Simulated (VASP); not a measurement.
Input of a VASP 6.6.1 run:

The input INCAR:

```
SYSTEM = SnO2
ALGO = Normal
EDIFF = 1E-6
ENCUT = 520
GGA = PE
ISIF = 2
ISMEAR = 0
LASPH = .TRUE.
LCHARG = .TRUE.
LELF = .TRUE.
LREAL = .FALSE.
LVHAR = .TRUE.
LWAVE = .FALSE.
NBANDS = 20
NELM = 80
PREC = Accurate
SIGMA = 0.05
```

File KPOINTS:

```
k-points
0
G
  12 12 12
  0 0 0
```

Contents of POSCAR:

```
SnO2
1.0
    1.5874934052      0.9165397449      4.8292069647
   -1.5874934052      0.9165397449      4.8292069647
    0.0000000000     -1.8330794897      4.8292069648
Sn O
1 2
Direct
    0.5000000000      0.5000000000      0.5000000000
    0.2233609734      0.2233609734      0.2233609734
    0.7766390266      0.7766390266      0.7766390266
```

Potentials or basis: VASP PAW PBE potentials, release 64 (Sn_d, O).

Command:

```console
$ cat potpaw_PBE.64/Sn_d/POTCAR potpaw_PBE.64/O/POTCAR > POTCAR
$ mpirun -np 1 vasp_std > vasp.out
```

Problem. What does it give for the band gap on the k mesh?

Solution. 2.71 eV (least direct gap 3.60 eV).

Problem. Estimate the pressure.

Solution. 28.2 GPa.

Stress tensor (GPa, compression positive):
```
31.74  0.00  0.00
 0.00 31.74  0.00
 0.00  0.00 21.09
```

Caveat: the cell differs from its parent crystal (atoms shifted along a free coordinate); the cell stands under pressure; spin-orbit coupling is left out, which moves the levels of the heavy elements; forces of over 1 eV/Å act on the atoms, so gaps and moduli don't describe the material at rest. A k mesh can miss the band edges.
